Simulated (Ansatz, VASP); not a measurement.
## Two plane-wave programs on Ru

```
Ru
1.0
     2.71988    0.00000    0.00000
    -1.35994    2.35549    0.00000
     0.00000    0.00000    4.29660
Ru
2
Direct
  0.33333 0.66667 0.25000
  0.66667 0.33333 0.75000
```

Change from the starting cell: atom 2 moved 0.15 Å; relaxed back.

Alike in both runs: functional PBE; k mesh 12 × 12 × 8; occupations gaussian, width 0.15 eV; no spin polarisation.

Ansatz relaxed the structure, and its values are those at the end. VASP's run is a single point on that final structure, the one shown.

|  | VASP | Ansatz |
| --- | --- | --- |
| version | VASP 6.6.1 | Ansatz 0.2.0 |
| potentials or method | VASP PAW PBE potentials, release 64 (Ru_pv), cutoff 520 eV | scalar-relativistic, plane waves, PAW |
| valence electrons in the cell | 28 | 32 |

|  | VASP | Ansatz | Ansatz less VASP |
| --- | --- | --- | --- |
| gap on the k mesh at the Fermi level (eV) | none | none | - |
| pressure (GPa) | -0.1 | 0.0 | +0.10 |

A gap of «none» marks a metal or a gap that the smearing closes. VASP's potentials hold 28 valence electrons a cell and Ansatz's 32, so a difference there can come from the potentials and not from the codes.
